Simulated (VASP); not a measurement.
Set up this calculation in VASP 6.6.1, as the native input.

```yaml
Task: single point
Functional: PBEsol
Potentials_or_basis: VASP PAW PBE potentials, release 64 (Ti_sv)
Cutoff: 520 eV
k_mesh: 22 × 22 × 22
Occupations: gaussian, width 0.15 eV
Spin: collinear spin
Starting_moments: "[0.75] μB"
Fixed_moment: 0.75 μB
Dipole_correction: no
Further_INCAR_settings: ALGO = Normal; EDIFF = 1e-07; NBANDS = 16
```

The structure of Ti lies in POSCAR:

```
Ti
1.0
   -1.6365916723      1.6365916723      1.6365916723
    1.6365916723     -1.6365916723      1.6365916723
    1.6365916723      1.6365916723     -1.6365916723
Ti
1
Direct
    0.0000000000      0.0000000000      0.0000000000
```

This isn't the form of Ti at room conditions, which is hcp.

One way to write it, as run:

INCAR

```
PREC     = Accurate       # precision mode
ENCUT    = 520            # plane-wave cutoff, eV
EDIFF    = 1E-7           # SCF threshold, eV
ISMEAR   = 0              # smearing method
SIGMA    = 0.15           # smearing width, eV
LREAL    = F              # projectors in reciprocal space
LASPH    = T              # aspherical terms in the spheres
NELM     = 150            # most SCF steps
ALGO     = Normal         # electronic algorithm
ISIF     = 2              # what is computed and relaxed
LWAVE    = F              # write WAVECAR
LCHARG   = T              # write CHGCAR
ISPIN    = 2              # spin polarisation
MAGMOM   = 0.75           # initial moments
LORBIT   = 11             # projections on sites
NUPDOWN  = 0.75           # fixed moment
LMAXMIX  = 4              # l up to which the mixer works
GGA      = PS             # functional
LELF     = T              # ELF
LVHAR    = T            
NBANDS   = 16             # bands
```

KPOINTS

```
regular mesh
0
Gamma
  22 22 22
```

Potentials or basis: VASP PAW PBE potentials, release 64 (Ti_sv).

Launch:

```sh
$ cat potpaw_PBE.64/Ti_sv/POTCAR > POTCAR
$ mpirun -np 1 vasp_std > vasp.out
```

Results of the run:

The pressure is -4.8 GPa, the net moment is 0.75 μB per cell and the site moments are Ti +0.52 μB. The valence electrons inside the program's atomic spheres are Ti 10.26.

Caveat: the cell stands under tension; the PAW data sets were made with another functional, which shifts forces and pressure a little; the total moment is fixed, so each spin has its own Fermi level and the state may be an excited one.

It took 72 s on 1 thread of Intel Xeon 8259CL, on a shared host, peak memory 0.25 GiB.
